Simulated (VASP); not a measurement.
A run of VASP 6.6.1 is set up as follows.

Contents of INCAR:

```
PREC = Accurate
ENCUT = 600
EDIFF = 1E-6
ISMEAR = 0
SIGMA = 0.1
LREAL = F
LASPH = T
NELM = 100
ALGO = Normal
ISIF = 3
LWAVE = F
LCHARG = F
GGA = PE
IBRION = 2
NSW = 90
EDIFFG = -0.04
```

Contents of KPOINTS:

```
regular mesh
0
Gamma
  4 4 6
```

POSCAR

```
H6Os
1.0
    3.8783768416      0.0000000000      0.0000000000
    0.0000000000      3.8783768416      0.0000000000
    0.0000000000      0.0000000000      2.5192810011
H Os
6 1
Direct
    0.3160684384      0.3160684384      0.5000000000
    0.6839315616      0.6839315616      0.5000000000
    0.6839315616      0.3160684384      0.5000000000
    0.3160684384      0.6839315616      0.5000000000
    0.0000000000      0.5000000000      0.0000000000
    0.5000000000      0.0000000000      0.0000000000
    0.0000000000      0.0000000000      0.5000000000
```

Potentials or basis: VASP PAW PBE potentials, release 64 (H, Os).

Command:

```sh
$ cat potpaw_PBE.64/H/POTCAR potpaw_PBE.64/Os/POTCAR > POTCAR
$ mpirun -np 1 vasp_std > vasp.out
```

(1) Predict the space group after relaxing (to 0.05 Å).

(2) Predict the relaxed volume.

(3) Predict the band gap on the k mesh.

(4) Estimate the relaxed cell.

Results:

(1) P4/mmm (No. 123).

(2) 5.40 Å³/atom.

(3) zero (band 7 reaches 4.50 eV, above the bottom of band 8 at 3.12 eV).

(4) a = 3.842 Å, b = 3.842 Å, c = 2.563 Å, α = 90.00°, β = 90.00°, γ = 90.00°.

Caveat: the k points lie up to 0.41 Å⁻¹ apart in the final cell; spin-orbit coupling is left out, which moves the levels of the heavy elements.
